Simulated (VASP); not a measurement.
Crystal: Pd.

```xyz
2
Lattice="0.0000 2.6322 2.6322 2.6322 0.0000 2.6322 2.6322 2.6322 0.0000" Properties=species:S:1:pos:R:3 pbc="T T T"
Pd   -0.6580   -0.6580   -0.6580
Pd    0.6580    0.6580    0.6580
```

* Program: VASP 6.6.1
* Task: relaxation of cell and atoms
* Functional: PBEsol
* Potentials or basis: VASP PAW PBE potentials, release 64 (Pd_sv_GW)
* Cutoff: 540 eV
* k mesh: 12 × 12 × 12
* Occupations: fermi-dirac, width 0.05 eV
* Spin: no spin polarisation

At the start: pressure 33.6 GPa; volume 18.24 Å³/atom.

Question: Where does the relaxation end?

Answer: Over 5 steps the energy falls by 353.1 meV/atom and the volume is 22.44 Å³/atom (+23.1 %); space group Fd-3m (No. 227, to 0.05 Å).

The path:
```tsv
step	energy change (eV)	largest force (eV/Å)	pressure (GPa)	volume (Å³)
1	0.0000	0.0000	33.63	36.47
2	0.0503	0.0000	-11.41	60.64
3	-0.7022	0.0000	-1.53	45.73
4	-0.7057	0.0000	-0.57	45.19
5	-0.7063	0.0000	0.02	44.89
```

Final structure:
```
Pd
1.0
     0.00000    2.82080    2.82080
     2.82080    0.00000    2.82080
     2.82080    2.82080    0.00000
Pd
2
Direct
  0.87500 0.87500 0.87500
  0.12500 0.12500 0.12500
```

Caveat: the volume moved by over 15 % at a fixed basis, so the end points are rough; the PAW data sets were made with another functional, which shifts forces and pressure a little.
